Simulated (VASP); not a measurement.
Wanted: the native input for a VASP 6.6.1 run.

```
Task                   : single point
Functional             : PBE
Potentials or basis    : VASP PAW PBE potentials, release 64 (Tl_d, Rh_pv)
Cutoff                 : 520 eV
k mesh                 : 4 × 4 × 4
Occupations            : gaussian, width 0.1 eV
Spin                   : no spin polarisation
Dipole correction      : no
Further INCAR settings : ALGO = Fast; EDIFF = 1e-06; NBANDS = 44
```

The structure of TlRh4 lies in POSCAR:

```
TlRh4
1.0
    4.8781842998      0.0000000000      0.0000000000
    0.0000000000      4.8781842998      0.0000000000
    0.0000000000      0.0000000000      4.8781842998
Tl Rh
1 4
Direct
    0.0000000000      0.0000000000      0.0000000000
    0.5000000000      0.0000000000      0.0000000000
    0.0000000000      0.5000000000      0.0000000000
    0.0000000000      0.0000000000      0.5000000000
    0.5000000000      0.5000000000      0.5000000000
```

The cell was built from a structure type or drawn by symmetry, and may not be a known phase.

The input as run:

INCAR

```
PREC = Accurate ; ENCUT = 520
EDIFF = 1E-6 ; ISMEAR = 0
SIGMA = 0.1 ; LREAL = F
LASPH = T ; NELM = 80
ALGO = Fast ; ISIF = 2
LWAVE = F ; LCHARG = T
GGA = PE ; LELF = T
LVHAR = T ; NBANDS = 44
```

KPOINTS

```
Automatic mesh
0
Gamma
  4 4 4
```

Potentials or basis: VASP PAW PBE potentials, release 64 (Tl_d, Rh_pv).

Run with:

```bash
$ cat potpaw_PBE.64/Tl_d/POTCAR potpaw_PBE.64/Rh_pv/POTCAR > POTCAR
$ mpirun -np 1 vasp_std > vasp.out
```

Results of the run:

- Pressure: 0.2 GPa
- Band gap on the k mesh: zero (an odd number of electrons rules out a gap without spin polarisation)

Caveat: spin-orbit coupling is left out, which moves the levels of the heavy elements.

Run time: 28 s on 1 thread of Intel(R) Xeon(R) 6975P-C (Granite Rapids) (shared host), peak memory 0.22 GiB.
